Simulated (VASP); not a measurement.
# HgTe (Coloradoite) (F-43m) in VASP: further runs

The runs below take HgTe (Coloradoite) through relaxation of cell and atoms, single point, with PBE.

Program: VASP 6.6.1. These are calculated values, not measurements. Logs are shortened: lines on timing, memory, paths and dates and some standing lists are left out, and cuts for length are marked.

### 1 The cell of the first run

Symmetry: F-43m, No. 216, cubic system. The conventional cell has a = 6.429 Å, b = 6.429 Å, c = 6.429 Å, α = 90.00°, β = 90.00°, γ = 90.00°. Hg (site symmetry -43m) has 4 Te at 2.78 Å within 3.7 Å. Te (site symmetry -43m) has 4 Hg at 2.78 Å within 3.7 Å.

### 2 Relaxation of cell and atoms, PBE, target pressure 10 GPa, at which the enthalpy is minimised

INCAR

```
PREC = Accurate
ENCUT = 600
EDIFF = 1E-6
ISMEAR = -1
SIGMA = 0.05
LREAL = F
LASPH = T
NELM = 80
ALGO = Normal
ISIF = 3
LWAVE = F
LCHARG = F
GGA = PE
IBRION = 2
NSW = 60
EDIFFG = -0.01
PSTRESS = 100.0
```

KPOINTS

```
regular mesh
0
Gamma
  7 7 7
```

POSCAR

```
HgTe
1.0
    0.0000000000      3.2145000000      3.2145000000
    3.2145000000      0.0000000000      3.2145000000
    3.2145000000      3.2145000000      0.0000000000
Hg Te
1 1
Direct
    0.0000000000      0.0000000000      0.0000000000
    0.7500000000      0.7500000000      0.7500000000
```

Potentials or basis: VASP PAW PBE potentials, release 64 (Hg, Te).

Launch:

```
$ cat potpaw_PBE.64/Hg/POTCAR potpaw_PBE.64/Te/POTCAR > POTCAR
$ mpirun -np 1 vasp_std > vasp.out
```

OUTCAR:

```text
PREC = Accurate
   ENCUT = 600
   EDIFF = 1E-6
   ISMEAR = -1
   LREAL = F
   LASPH = T
   NELM = 80
   ISIF = 3
   GGA = PE
   IBRION = 2
   NSW = 60
   EDIFFG = -0.01
   PSTRESS = 100.0

 ion  position               nearest neighbor table
   1  0.000  0.000  0.000-   2 2.78   2 2.78   2 2.78   2 2.78
   2  0.750  0.750  0.750-   1 2.78   1 2.78   1 2.78   1 2.78

  LATTYP: Found a face centered cubic cell.
 ALAT       =     6.4290000000

  Lattice vectors:

 A1 = (   0.0000000000,   3.2145000000,   3.2145000000)
 A2 = (   3.2145000000,   0.0000000000,   3.2145000000)
 A3 = (   3.2145000000,   3.2145000000,   0.0000000000)

Analysis of symmetry for initial positions (statically):
=====================================================================
 Subroutine PRICEL returns:
 Original cell was already a primitive cell.

 Routine SETGRP: Setting up the symmetry group for a
 face centered cubic supercell.

 Subroutine GETGRP returns: Found 24 space group operations
 (whereof 24 operations were pure point group operations)
 out of a pool of 48 trial point group operations.

The static configuration has the point symmetry T_d .

Analysis of symmetry for dynamics (positions and initial velocities):
=====================================================================
 Subroutine PRICEL returns:
 Original cell was already a primitive cell.

 Routine SETGRP: Setting up the symmetry group for a
 face centered cubic supercell.

 Subroutine GETGRP returns: Found 24 space group operations
 (whereof 24 operations were pure point group operations)
 out of a pool of 48 trial point group operations.

The dynamic configuration has the point symmetry T_d .

 Subroutine INISYM returns: Found 24 space group operations
 (whereof 24 operations are pure point group operations),
 and found     1 'primitive' translations

----------------------------------------------------------------------------------------

                                     Primitive cell

  volume of cell :      66.4309

  direct lattice vectors                    reciprocal lattice vectors
     0.000000000  3.214500000  3.214500000    -0.155545186  0.155545186  0.155545186
     3.214500000  0.000000000  3.214500000     0.155545186 -0.155545186  0.155545186
     3.214500000  3.214500000  0.000000000     0.155545186  0.155545186 -0.155545186

  length of vectors
     4.545989496  4.545989496  4.545989496     0.269412165  0.269412165  0.269412165

  position of ions in fractional coordinates (direct lattice)
     0.000000000  0.000000000  0.000000000
     0.750000000  0.750000000  0.750000000

  ion indices of the primitive-cell ions
   primitive index   ion index
                 1           1
                 2           2

----------------------------------------------------------------------------------------

 KPOINTS: regular mesh

Automatic generation of k-mesh.
 Grid dimensions read from file:
 generate k-points for:    7    7    7

 Generating k-lattice:

  Cartesian coordinates                     Fractional coordinates (reciprocal lattice)
    -0.022220741  0.022220741  0.022220741     0.142857143  0.000000000  0.000000000
     0.022220741 -0.022220741  0.022220741     0.000000000  0.142857143  0.000000000
     0.022220741  0.022220741 -0.022220741     0.000000000  0.000000000  0.142857143

  Length of vectors
     0.038487452  0.038487452  0.038487452

  Shift w.r.t. Gamma in fractional coordinates (k-lattice)
     0.000000000  0.000000000  0.000000000

 Subroutine IBZKPT returns following result:
 ===========================================

 Found     20 irreducible k-points:

 Following reciprocal coordinates:
            Coordinates               Weight
  0.000000  0.000000  0.000000      1.000000
  0.142857  0.000000  0.000000      8.000000
  0.285714  0.000000  0.000000      8.000000
  0.428571  0.000000  0.000000      8.000000
  0.142857  0.142857  0.000000      6.000000
  0.285714  0.142857  0.000000     24.000000
[... 12 lines left out ...]
 -0.428571  0.428571  0.142857     24.000000
 -0.285714  0.428571  0.142857     24.000000
   k-points           NKPTS =     20   k-points in BZ     NKDIM =     20   number of bands    NBANDS=     13
   number of dos      NEDOS =    301   number of ions     NIONS =      2
   total plane-waves  NPLWV =  46656
   dimension x,y,z NGX =    36 NGY =   36 NGZ =   36
   dimension x,y,z NGXF=    72 NGYF=   72 NGZF=   72
   ions per type =               1   1
   NGX,Y,Z   is equivalent  to a cutoff of  13.17, 13.17, 13.17 a.u.
   NGXF,Y,Z  is equivalent  to a cutoff of  26.33, 26.33, 26.33 a.u.
 SYSTEM =  unknown system
   PREC   = accura    normal or accurate (medium, high low for compatibility)
   ISTART =      0    job   : 0-new  1-cont  2-samecut
   ICHARG =      2    charge: 1-file 2-atom 10-const
   ISPIN  =      1    spin polarized calculation?
   LNONCOLLINEAR =      F non collinear calculations
   LSORBIT =      F    spin-orbit coupling
   LASPH  =      T    aspherical Exc in radial PAW
   ENCUT  =  600.0 eV  44.10 Ry    6.64 a.u.   9.08  9.08  9.08*2*pi/ulx,y,z
   NELM   =     80;   NELMIN=  2; NELMDL= -5     # of ELM steps
   EDIFF  = 0.1E-05   stopping-criterion for ELM
   LREAL  =      F    real-space projection
   EDIFFG = -.1E-01   stopping-criterion for IOM
   NSW    =     60    number of steps for IOM
   IBRION =      2    ionic relax: 0-MD 1-quasi-New 2-CG
   NFREE  =      1    steps in history (QN), initial steepest desc. (CG)
   ISIF   =      3    stress and relaxation
   ISYM   =      2    0-nonsym 1-usesym 2-fastsym
   POTIM  = 0.5000    time-step for ionic-motion
   TEBEG  =    0.0;   TEEND  =   0.0 temperature during run
   PSTRESS=  100.0 pullay stress
   NELECT =      18.0000    total number of electrons
   NUPDOWN=      -1.0000    fix difference up-down
   EMIN   =  10.00;   EMAX   =-10.00  energy-range for DOS
   EFERMI =   0.00;   METHOD = LEGACY
   ISMEAR =    -1;   SIGMA  =   0.05  broadening in eV -4-tet -1-fermi 0-gaus
   EFERMI_NEDOS =   21; number of points for ismear=-14 and -15
   IALGO  =     38    algorithm
   IMIX   =      4    mixing-type and parameters
     AMIX     =   0.40;   BMIX     =  1.00
     AMIX_MAG =   1.60;   BMIX_MAG =  1.00
  volume/ion in A,a.u.               =      33.22       224.15
  Fermi-wavevector in a.u.,A,eV,Ry     =   1.059357  2.001894 15.268958  1.122237
  Thomas-Fermi vector in A             =   2.194699
   LORBIT       =      0    0 simple, 1 ext, 2 COOP (PROOUT), +10 PAW based schemes
   GGA     = PE    functional components
   LHFCALC =     F    Hartree Fock is set to
   AEXX    =    0.0000 exact exchange contribution
   IVDW    =     0    specifies the selected vdW correction
   LEPSILON=     F    determine dielectric tensor
   LRPA    =     F    only Hartree local field effects (RPA)
 conjugate gradient relaxation of ions
 non-spin polarized calculation
  energy-cutoff  :      600.00
  volume of cell :       66.43
 maximum number of plane-waves:      2239
   NGX = 19   NGY = 19   NGZ = 19

--------------------------------------- Ionic step        1  -------------------------------------------

 number of electron      18.0000000 magnetization

 Free energy of the ion-electron system (eV)
  ---------------------------------------------------
  ext. energy  EPLUGINS =         0.00000000
  ---------------------------------------------------
  free energy    TOTEN  =        -3.55183495 eV

  energy without entropy =       -3.55114813  energy(sigma->0) =       -3.55149154

------------------------ aborting loop because EDIFF is reached ----------------------------------------

  FORCE on cell =-STRESS in cart. coord.  units (eV):
  Direction    XX          YY          ZZ          XY          YZ          ZX
  --------------------------------------------------------------------------------------
  -------------------------------------------------------------------------------------
  Total        1.9314958      1.9314958      1.9314958     -0.0000000     -0.0000000      0.0000000
  in kB       46.5837080     46.5837080     46.5837080     -0.0000000     -0.0000000      0.0000000
  external PRESSURE =     -53.4162920 kB  Pullay stress =     100.0000000 kB

 VOLUME and BASIS-vectors are now :
 -----------------------------------------------------------------------------
  energy-cutoff  :      600.00
  volume of cell :       66.43
      direct lattice vectors                 reciprocal lattice vectors
     0.000000000  3.214500000  3.214500000    -0.155545186  0.155545186  0.155545186
     3.214500000  0.000000000  3.214500000     0.155545186 -0.155545186  0.155545186
     3.214500000  3.214500000  0.000000000     0.155545186  0.155545186 -0.155545186
[... 84 lines left out ...]
  FREE ENERGIE OF THE ION-ELECTRON SYSTEM (eV)
  ---------------------------------------------------
  free  energy   TOTEN  =        -3.3344233004 eV

  energy  without entropy=       -3.3338016753  energy(sigma->0) =       -3.33411249

  enthalpy is  TOTEN    =         0.5054487453 eV   P V=        3.8398720457

--------------------------------------- Ionic step        4  -------------------------------------------

 number of electron      18.0000002 magnetization

 Free energy of the ion-electron system (eV)
  ---------------------------------------------------
  ext. energy  EPLUGINS =         0.00000000
  ---------------------------------------------------
  free energy    TOTEN  =        -3.32848474 eV

  energy without entropy =       -3.32786413  energy(sigma->0) =       -3.32817443

 E-fermi :   4.2074     XC(G=0):  -9.1821

 val. band max:        4.1702179423   @ k =   0.0000   0.0000   0.0000
 cond. band min:       4.8970364932   @ k =   0.4286   0.0000   0.0000
 fundamental gap:      0.7268185509
 Fermi energy:         4.2073500622

 k-point     1 :       0.0000    0.0000    0.0000
  band No.  band energies     occupation
      1      -8.5604      2.00000
      2      -3.7976      2.00000
      3      -3.7976      2.00000
      4      -3.7976      2.00000
      5      -3.1455      2.00000
      6      -3.1455      2.00000
      7       3.6862      1.99994
      8       4.1702      1.35515
      9       4.1702      1.35515
     10       4.1702      1.35515
     11       8.2034      0.00000
     12       8.2034      0.00000
     13       8.2034      0.00000

 k-point     2 :       0.1429    0.0000    0.0000
  band No.  band energies     occupation
      1      -8.4405      2.00000
      2      -3.7640      2.00000
      3      -3.7640      2.00000
      4      -3.7619      2.00000
      5      -3.1493      2.00000
      6      -3.1493      2.00000
      7       2.0521      2.00000
      8       3.8946      1.99616
      9       3.8946      1.99616
     10       5.0199      0.00000
     11       8.2695      0.00000
[... 310 lines left out ...]
 POSITION                                       TOTAL-FORCE (eV/Angst)
 -----------------------------------------------------------------------------------
      6.26331      3.13165      3.13165        -0.000000     -0.000000     -0.000000
      4.69748      4.69748      4.69748         0.000000      0.000000      0.000000
 -----------------------------------------------------------------------------------
    total drift:                                0.000000      0.000000      0.000000

  FREE ENERGIE OF THE ION-ELECTRON SYSTEM (eV)
  ---------------------------------------------------
  free  energy   TOTEN  =        -3.3284847371 eV

  energy  without entropy=       -3.3278641262  energy(sigma->0) =       -3.32817443

  enthalpy is  TOTEN    =         0.5054181855 eV   P V=        3.8339029227

 reached required accuracy - stopping structural energy minimisation
```

It took 97 s on 1 thread of Intel Xeon Platinum 8488C (Sapphire Rapids), shared host; peak memory 0.21 GiB.

What came out:

```yaml
Free_energy: -3.3285 eV
Relaxed_volume: 30.71 Å³/atom
Relaxed_cell: a = 4.429 Å, b = 4.429 Å, c = 4.429 Å, α = 60.00°, β = 60.00°, γ = 60.00°
Space_group_after_relaxing_to_0.05_Å: F-43m (No. 216)
Energy_change_on_relaxing_the_enthalpy_is_what_falls: +111.7 meV/atom
Ionic_steps: 4
Pressure_after_relaxing: 10.0 GPa
Band_gap_on_the_k_mesh: zero (filled and empty bands touch)
```

Step by step:
```tsv
step	energy change (eV)	largest force (eV/Å)	pressure (GPa)	volume (Å³)
1	0.0000	0.0000	4.66	66.43
2	0.6644	0.0000	18.41	56.34
3	0.2174	0.0000	9.89	61.52
4	0.2234	0.0000	10.01	61.43
```

Final structure:
```yaml
crystal:
  lattice:
    - [0.00000, 3.13165, 3.13165]
    - [3.13165, 0.00000, 3.13165]
    - [3.13165, 3.13165, 0.00000]
  atoms:
    - { symbol: Hg, position: [0.00000, 0.00000, 0.00000] }
    - { symbol: Te, position: [0.75000, 0.75000, 0.75000] }
```

Caveat: the cell is relaxed towards a set pressure, so the enthalpy falls and the energy may rise; spin-orbit coupling is left out, which moves the levels of the heavy elements.

### 3 Relaxation of cell and atoms, PBE, target pressure 20 GPa, at which the enthalpy is minimised

INCAR

```
SYSTEM = HgTe
  PREC = Accurate
  ENCUT = 600
  EDIFF = 1E-6
  ISMEAR = -1
  SIGMA = 0.05
  LREAL = .FALSE.
  LASPH = .TRUE.
  NELM = 60
  ALGO = Normal
  ISIF = 3
  LWAVE = .FALSE.
  LCHARG = .FALSE.
  GGA = PE
  IBRION = 2
  NSW = 60
  EDIFFG = -0.01
  PSTRESS = 200.0
```

KPOINTS

```
Automatic mesh
0
G
  7 7 7
  0 0 0
```

POSCAR is that of step 2.

Potentials or basis: VASP PAW PBE potentials, release 64 (Hg, Te).

Launch:

```
$ cat potpaw_PBE.64/Hg/POTCAR potpaw_PBE.64/Te/POTCAR > POTCAR
$ mpirun -np 1 vasp_std > vasp.out
```

Wall time 1.7 min (1 thread of Intel Xeon Platinum 8488C (Sapphire Rapids), shared host); peak memory 0.22 GiB.

The run converged. Its results:

- Free energy: -2.7974 eV
- Relaxed volume: 27.80 Å³/atom
- Relaxed cell: a = 4.284 Å, b = 4.284 Å, c = 4.284 Å, α = 60.00°, β = 60.00°, γ = 60.00°
- Space group after relaxing (to 0.05 Å): F-43m (No. 216)
- Energy change on relaxing (the enthalpy is what falls): +377.2 meV/atom
- Ionic steps: 5
- Pressure after relaxing: 20.0 GPa
- Band gap on the k mesh: zero (filled and empty bands touch)

Step by step:
```csv
step,energy change (eV),largest force (eV/Å),pressure (GPa),volume (Å³)
1,0.0000,0.0000,4.66,66.43
2,5.4306,0.0000,97.01,40.30
3,0.6426,0.0000,18.03,56.53
4,0.7154,0.0000,19.32,55.91
5,0.7545,0.0000,20.01,55.59
```

Final structure:
```cif
data_structure
_symmetry_space_group_name_H-M 'P 1'
_symmetry_Int_Tables_number 1
_cell_length_a 4.2839
_cell_length_b 4.2839
_cell_length_c 4.2839
_cell_angle_alpha 60.000
_cell_angle_beta 60.000
_cell_angle_gamma 60.000
_cell_volume 55.59
loop_
_atom_site_label
_atom_site_type_symbol
_atom_site_fract_x
_atom_site_fract_y
_atom_site_fract_z
_atom_site_occupancy
Hg1 Hg 0.00000 0.00000 0.00000 1
Te1 Te 0.75000 0.75000 0.75000 1
```

Levels at points of the mesh, in eV from the Fermi level:
| k point | band 7 | band 8 | band 9 | band 10 | band 11 | band 12 |
| --- | --- | --- | --- | --- | --- | --- |
| (0.00, 0.00, 0.00) | -0.25 | -0.04 | -0.04 | -0.04 | 3.75 | 3.75 |

Caveat: the cell is relaxed towards a set pressure, so the enthalpy falls and the energy may rise; the volume moved by over 15 % at a fixed basis, so the end points are rough; spin-orbit coupling is left out, which moves the levels of the heavy elements.

[end of part 1 of 2]
